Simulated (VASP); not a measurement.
# Al (I4/mmm) in VASP: a series of runs

The runs below take Al through single point, relaxation of cell and atoms, with PBE.

Everything below comes from runs of VASP 6.6.1. Logs are shortened: lines on timing, memory, paths and dates and some standing lists are left out, and cuts for length are marked.

**1. The cell of the first run**

Symmetry: I4/mmm, No. 139, tetragonal system. The conventional cell has a = 3.458 Å, b = 3.458 Å, c = 5.958 Å, α = 90.00°, β = 90.00°, γ = 90.00°. Al (site symmetry 4mm) has 5 Al at 2.48 to 2.50 Å within 3.3 Å.

**2. Single point, PBE**

INCAR

```
SYSTEM = Al
PREC = Accurate
ENCUT = 520
EDIFF = 1E-6
ISMEAR = 0
SIGMA = 0.1
LREAL = .False.
LASPH = .True.
NELM = 80
ALGO = Normal
ISIF = 2
LWAVE = .False.
LCHARG = .False.
GGA = PE
NBANDS = 10
```

KPOINTS

```
Automatic mesh
0
Gamma
  8 8 8
  0 0 0
```

POSCAR

```
Al
1.0
   -1.7291608700      1.7291608700      2.9788880000
    1.7291608700     -1.7291608700      2.9788880000
    1.7291608700      1.7291608700     -2.9788880000
Al
2
Direct
    0.2919075800      0.2919075800      0.0000000000
    0.7080924200      0.7080924200      0.0000000000
```

Potentials or basis: VASP PAW PBE potentials, release 64 (Al).

Launch:

```
$ cat potpaw_PBE.64/Al/POTCAR > POTCAR
$ mpirun -np 1 vasp_std > vasp.out
```

OUTCAR:

```text
SYSTEM = Al
   PREC = Accurate
   ENCUT = 520
   EDIFF = 1E-6
   ISMEAR = 0
   LREAL = .False.
   LASPH = .True.
   NELM = 80
   ISIF = 2
   GGA = PE

 ion  position               nearest neighbor table
   1  0.292  0.292  0.000-   2 2.48   2 2.50   2 2.50   2 2.50   2 2.50
   2  0.708  0.708  0.000-   1 2.48   1 2.50   1 2.50   1 2.50   1 2.50

  LATTYP: Found a body centered tetragonal cell.
 ALAT       =     3.4583217400
 C/A-ratio  =     1.7227361847

  Lattice vectors:

 A1 = (  -1.7291608700,   1.7291608700,   2.9788880000)
 A2 = (   1.7291608700,  -1.7291608700,   2.9788880000)
 A3 = (   1.7291608700,   1.7291608700,  -2.9788880000)

Analysis of symmetry for initial positions (statically):
=====================================================================
 Subroutine PRICEL returns:
 Original cell was already a primitive cell.

 Routine SETGRP: Setting up the symmetry group for a
 body centered tetragonal supercell.

 Subroutine GETGRP returns: Found 16 space group operations
 (whereof 16 operations were pure point group operations)
 out of a pool of 16 trial point group operations.

The static configuration has the point symmetry D_4h.

Analysis of symmetry for dynamics (positions and initial velocities):
=====================================================================
 Subroutine PRICEL returns:
 Original cell was already a primitive cell.

 Routine SETGRP: Setting up the symmetry group for a
 body centered tetragonal supercell.

 Subroutine GETGRP returns: Found 16 space group operations
 (whereof 16 operations were pure point group operations)
 out of a pool of 16 trial point group operations.

The dynamic configuration has the point symmetry D_4h.

 Subroutine INISYM returns: Found 16 space group operations
 (whereof 16 operations are pure point group operations),
 and found     1 'primitive' translations

----------------------------------------------------------------------------------------

                                     Primitive cell

  volume of cell :      35.6275

  direct lattice vectors                    reciprocal lattice vectors
    -1.729160870  1.729160870  2.978888000     0.000000000  0.289157596  0.167847868
     1.729160870 -1.729160870  2.978888000     0.289157596  0.000000000  0.167847868
     1.729160870  1.729160870 -2.978888000     0.289157596  0.289157596  0.000000000

  length of vectors
     3.854058685  3.854058685  3.854058685     0.334342672  0.334342672  0.408930594

  position of ions in fractional coordinates (direct lattice)
     0.291907580  0.291907580  0.000000000
     0.708092420  0.708092420  0.000000000

  ion indices of the primitive-cell ions
   primitive index   ion index
                 1           1
                 2           2

----------------------------------------------------------------------------------------

 KPOINTS: Automatic mesh

Automatic generation of k-mesh.
 Grid dimensions read from file:
 generate k-points for:    8    8    8

 Generating k-lattice:

  Cartesian coordinates                     Fractional coordinates (reciprocal lattice)
     0.000000000  0.036144699  0.020980984     0.125000000  0.000000000 -0.000000000
     0.036144699  0.000000000  0.020980984     0.000000000  0.125000000 -0.000000000
     0.036144699  0.036144699  0.000000000     0.000000000  0.000000000  0.125000000

  Length of vectors
     0.041792834  0.041792834  0.051116324

  Shift w.r.t. Gamma in fractional coordinates (k-lattice)
     0.000000000  0.000000000  0.000000000

 Subroutine IBZKPT returns following result:
 ===========================================

 Found     59 irreducible k-points:

 Following reciprocal coordinates:
            Coordinates               Weight
  0.000000  0.000000  0.000000      1.000000
  0.125000 -0.000000  0.000000      8.000000
  0.250000 -0.000000  0.000000      8.000000
  0.375000 -0.000000  0.000000      8.000000
  0.500000 -0.000000  0.000000      4.000000
  0.125000  0.125000  0.000000      8.000000
[... 16 lines left out ...]
  0.250000  0.125000  0.125000     16.000000
  0.375000  0.125000  0.125000      8.000000
 [... further k-points ...]
   k-points           NKPTS =     59   k-points in BZ     NKDIM =     59   number of bands    NBANDS=     10
   number of dos      NEDOS =    301   number of ions     NIONS =      2
   total plane-waves  NPLWV =  27000
   dimension x,y,z NGX =    30 NGY =   30 NGZ =   30
   dimension x,y,z NGXF=    60 NGYF=   60 NGZF=   60
   ions per type =               2
   NGX,Y,Z   is equivalent  to a cutoff of  12.94, 12.94, 12.94 a.u.
   NGXF,Y,Z  is equivalent  to a cutoff of  25.88, 25.88, 25.88 a.u.
 SYSTEM =  Al
   PREC   = accura    normal or accurate (medium, high low for compatibility)
   ISTART =      0    job   : 0-new  1-cont  2-samecut
   ICHARG =      2    charge: 1-file 2-atom 10-const
   ISPIN  =      1    spin polarized calculation?
   LNONCOLLINEAR =      F non collinear calculations
   LSORBIT =      F    spin-orbit coupling
   LASPH  =      T    aspherical Exc in radial PAW
   ENCUT  =  520.0 eV  38.22 Ry    6.18 a.u.   7.17  7.17  7.17*2*pi/ulx,y,z
   NELM   =     80;   NELMIN=  2; NELMDL= -5     # of ELM steps
   EDIFF  = 0.1E-05   stopping-criterion for ELM
   LREAL  =      F    real-space projection
   EDIFFG = 0.1E-04   stopping-criterion for IOM
   NSW    =      0    number of steps for IOM
   IBRION =     -1    ionic relax: 0-MD 1-quasi-New 2-CG
   NFREE  =      0    steps in history (QN), initial steepest desc. (CG)
   ISIF   =      2    stress and relaxation
   ISYM   =      2    0-nonsym 1-usesym 2-fastsym
   POTIM  = 0.5000    time-step for ionic-motion
   TEBEG  =    0.0;   TEEND  =   0.0 temperature during run
   PSTRESS=    0.0 pullay stress
   NELECT =       6.0000    total number of electrons
   NUPDOWN=      -1.0000    fix difference up-down
   EMIN   =  10.00;   EMAX   =-10.00  energy-range for DOS
   EFERMI =   0.00;   METHOD = LEGACY
   ISMEAR =     0;   SIGMA  =   0.10  broadening in eV -4-tet -1-fermi 0-gaus
   EFERMI_NEDOS =   21; number of points for ismear=-14 and -15
   IALGO  =     38    algorithm
   IMIX   =      4    mixing-type and parameters
     AMIX     =   0.40;   BMIX     =  1.00
     AMIX_MAG =   1.60;   BMIX_MAG =  1.00
  volume/ion in A,a.u.               =      17.81       120.21
  Fermi-wavevector in a.u.,A,eV,Ry     =   0.904059  1.708424 11.120358  0.817323
  Thomas-Fermi vector in A             =   2.027460
   LORBIT       =      0    0 simple, 1 ext, 2 COOP (PROOUT), +10 PAW based schemes
   GGA     = PE    functional components
   LHFCALC =     F    Hartree Fock is set to
   AEXX    =    0.0000 exact exchange contribution
   IVDW    =     0    specifies the selected vdW correction
   LEPSILON=     F    determine dielectric tensor
   LRPA    =     F    only Hartree local field effects (RPA)
 non-spin polarized calculation
 Gauss-broadening in eV      SIGMA  =   0.10
  energy-cutoff  :      520.00
  volume of cell :       35.63
 maximum number of plane-waves:       979
 NGX is ok and might be reduce to    30
   NGX = 15   NGY = 15   NGZ = 15

 number of electron       6.0000000 magnetization

 Free energy of the ion-electron system (eV)
  ---------------------------------------------------
  ext. energy  EPLUGINS =         0.00000000
  ---------------------------------------------------
  free energy    TOTEN  =        -6.15230361 eV

  energy without entropy =       -6.14800634  energy(sigma->0) =       -6.15015497

 E-fermi :   6.7464     XC(G=0):  -9.8086

 val. band max:        6.7220159482   @ k =  -0.2500  -0.3750   0.1250
 cond. band min:       6.7870585097   @ k =   0.5000   0.5000   0.0000
 fundamental gap:      0.0650425615
 Fermi energy:         6.7463689154

 k-point     1 :       0.0000    0.0000    0.0000
  band No.  band energies     occupation
      1      -3.6051      2.00000
      2       9.6658      0.00000
      3       9.6658      0.00000
      4      10.0672      0.00000
      5      11.4504      0.00000
      6      12.0109      0.00000
      7      12.9444      0.00000
      8      12.9444      0.00000
      9      14.8758      0.00000
     10      15.8327      0.00000

 k-point     2 :       0.1250   -0.0000    0.0000
  band No.  band energies     occupation
      1      -3.3512      2.00000
      2       7.8469      0.00000
      3       9.3031      0.00000
      4       9.6338      0.00000
      5      11.3900      0.00000
      6      12.4405      0.00000
      7      13.2210      0.00000
      8      13.3876      0.00000
      9      15.5349      0.00000
     10      15.7181      0.00000

 k-point     3 :       0.2500   -0.0000    0.0000
  band No.  band energies     occupation
      1      -2.5932      2.00000
      2       5.1340      2.00000
      3       8.3318      0.00000
      4       9.6915      0.00000
      5      10.2855      0.00000
      6      12.6622      0.00000
      7      13.3883      0.00000
      8      14.9636      0.00000
      9      15.2784      0.00000
     10      15.9978      0.00000

 k-point     4 :       0.3750   -0.0000    0.0000
  band No.  band energies     occupation
      1      -1.3455      2.00000
      2       2.5944      2.00000
      3       7.7073      0.00000
      4       9.5676      0.00000
      5      10.0310      0.00000
      6      11.9489      0.00000
      7      12.9969      0.00000
      8      14.8113      0.00000
      9      16.7227      0.00000
     10      17.8611      0.00000
[... 222 lines left out ...]
 k-point    22 :       0.1250    0.1250    0.1250
  band No.  band energies     occupation
      1      -1.8350      2.00000
      2       5.6309      2.00000
      3       5.9814      2.00000
      4       8.6306      0.00000
      5      10.1717      0.00000
      6      10.9477      0.00000
      7      11.2634      0.00000
      8      16.7778      0.00000
      9      17.2122      0.00000
     10      19.0597      0.00000

 k-point    23 :       0.2500    0.1250    0.1250
  band No.  band energies     occupation
      1      -0.5959      2.00000
      2       3.3083      2.00000
      3       6.0315      2.00000
      4       7.8151      0.00000
      5       9.1275      0.00000
      6      10.4401      0.00000
      7      12.6474      0.00000
      8      17.6241      0.00000
      9      18.0230      0.00000
     10      19.6080      0.00000

 k-point    24 :       0.3750    0.1250    0.1250
  band No.  band energies     occupation
      1       0.8858      2.00000
      2       1.3934      2.00000
      3       6.3754      2.00000
      4       7.1744      0.00000
      5       8.7996      0.00000
      6      10.1982      0.00000
      7      14.4679      0.00000
      8      15.7167      0.00000
      9      18.2804      0.00000
     10      19.5037      0.00000

 [... further k-points ...]

------------------------ aborting loop because EDIFF is reached ----------------------------------------

  FORCE on cell =-STRESS in cart. coord.  units (eV):
  Direction    XX          YY          ZZ          XY          YZ          ZX
  --------------------------------------------------------------------------------------
  -------------------------------------------------------------------------------------
  Total        4.4388458      4.4388458      1.8948810      0.0000000      0.0000000      0.0000000
  in kB      199.6161506    199.6161506     85.2133355      0.0000000      0.0000000      0.0000000
  external PRESSURE =     161.4818789 kB  Pullay stress =       0.0000000 kB

 VOLUME and BASIS-vectors are now :
 -----------------------------------------------------------------------------
  energy-cutoff  :      520.00
  volume of cell :       35.63
      direct lattice vectors                 reciprocal lattice vectors
    -1.729160870  1.729160870  2.978888000     0.000000000  0.289157596  0.167847868
     1.729160870 -1.729160870  2.978888000     0.289157596  0.000000000  0.167847868
     1.729160870  1.729160870 -2.978888000     0.289157596  0.289157596  0.000000000

 POSITION                                       TOTAL-FORCE (eV/Angst)
 -----------------------------------------------------------------------------------
      0.00000      0.00000      1.73912        -0.000000     -0.000000     -0.320234
      0.00000      0.00000      4.21866         0.000000      0.000000      0.320234
 -----------------------------------------------------------------------------------
    total drift:                                0.000000      0.000000      0.000000

  FREE ENERGIE OF THE ION-ELECTRON SYSTEM (eV)
  ---------------------------------------------------
  free  energy   TOTEN  =        -6.1523036052 eV

  energy  without entropy=       -6.1480063389  energy(sigma->0) =       -6.15015497
```

Run time: 8 s. Hardware: 1 thread of Intel Xeon 6975P-C (Granite Rapids), shared host; peak memory 0.16 GiB.

Results:

```
Free energy            : -6.1523 eV
Pressure               : 16.1 GPa
Largest force          : 0.320 eV/Å
Band gap on the k mesh : zero (band 3 reaches 9.67 eV, above the bottom of band 4 at 3.94 eV)
```

Forces in eV/Å, atoms in the order of the input:
```
Al   0.000  0.000 -0.320
Al   0.000  0.000  0.320
```

**3. Relaxation of cell and atoms, PBE**

INCAR

```
PREC = Accurate
ENCUT = 600
EDIFF = 1E-6
ISMEAR = 0
SIGMA = 0.1
LREAL = F
LASPH = T
NELM = 100
ALGO = Normal
ISIF = 3
LWAVE = F
LCHARG = F
GGA = PE
IBRION = 2
NSW = 90
EDIFFG = -0.04
```

KPOINTS

```
Automatic mesh
0
Gamma
  8 8 8
```

POSCAR is that of step 2.

Potentials or basis: VASP PAW PBE potentials, release 64 (Al).

Launch:

```
$ cat potpaw_PBE.64/Al/POTCAR > POTCAR
$ mpirun -np 1 vasp_std > vasp.out
```

Wall time 70 s (1 thread of Intel Xeon 6975P-C (Granite Rapids), shared host); peak memory 0.18 GiB.

The run converged. Its results:

| Item | Value |
| --- | --- |
| Free energy | -6.7490 eV |
| Relaxed volume | 20.23 Å³/atom |
| Relaxed cell | a = 3.854 Å, b = 3.854 Å, c = 3.854 Å, α = 120.06°, β = 120.06°, γ = 89.90° |
| Space group after relaxing (to 0.05 Å) | Pm-3m (No. 221) |
| Energy gained by relaxing | 298.2 meV/atom |
| Ionic steps | 24 |
| Pressure after relaxing | 0.1 GPa |
| Largest force after relaxing | 0.024 eV/Å |
| Band gap on the k mesh | zero (band 3 reaches 8.47 eV, above the bottom of band 4 at 2.68 eV) |

Forces in eV/Å, atoms in the order of the input:
```
Al   0.000  0.000 -0.024
Al   0.000  0.000  0.024
```

Stress tensor (GPa, compression positive):
```
 0.16  0.00  0.00
 0.00  0.16  0.00
 0.00  0.00 -0.04
```

Step by step:
```tsv
step	energy change (eV)	largest force (eV/Å)	pressure (GPa)	volume (Å³)
1	0.0000	0.3202	16.15	35.63
2	-0.3578	0.3849	-2.42	45.66
3	-0.3740	0.4025	-0.10	43.46
4	-0.3741	0.4015	-0.29	43.62
5	-0.3878	0.2991	-0.53	43.61
6	-0.4157	0.1153	-1.11	43.57
7	-0.4511	0.0241	-1.89	43.49
8	-0.4460	0.4594	-1.57	43.30
9	-0.4658	0.0022	-2.14	43.45
10	-0.4781	0.0937	-2.23	43.38
11	-0.4877	0.1488	-2.06	43.12
12	-0.4965	0.2956	-1.61	42.67
13	-0.4967	0.3322	-1.51	42.59
14	-0.5045	0.3320	-1.40	42.41
15	-0.5271	0.3215	-1.05	41.88
16	-0.5648	0.2722	-0.18	40.82
17	-0.5818	0.0516	2.63	38.73
18	-0.5875	0.1351	1.39	39.52
19	-0.5877	0.1086	1.60	39.38
20	-0.5950	0.0052	0.69	40.00
21	-0.5957	0.0838	0.05	40.49
22	-0.5960	0.0485	0.30	40.30
23	-0.5960	0.0522	0.28	40.32
24	-0.5965	0.0242	0.09	40.46
```

Final structure:
```
Al
1.0
    -1.92556    1.92556    2.72783
     1.92556   -1.92556    2.72783
     1.92556    1.92556   -2.72783
Al
2
Direct
  0.25057 0.25057 0.00000
  0.74943 0.74943 0.00000
```

Levels at points of the mesh, in eV from the Fermi level:
```tsv
k point	band 1	band 2	band 3	band 4	band 5	band 6
(0.00, 0.00, 0.00)	-9.66	2.72	2.72	2.74	5.45	5.46
(0.50, 0.00, 0.00)	-6.02	-6.00	2.64	2.66	2.67	2.67
(0.50, 0.50, 0.00)	-5.32	-4.20	-0.68	-0.66	-0.44	2.08
(0.50, 0.50, 0.50)	-5.34	-4.20	-0.66	-0.66	-0.41	2.09
```
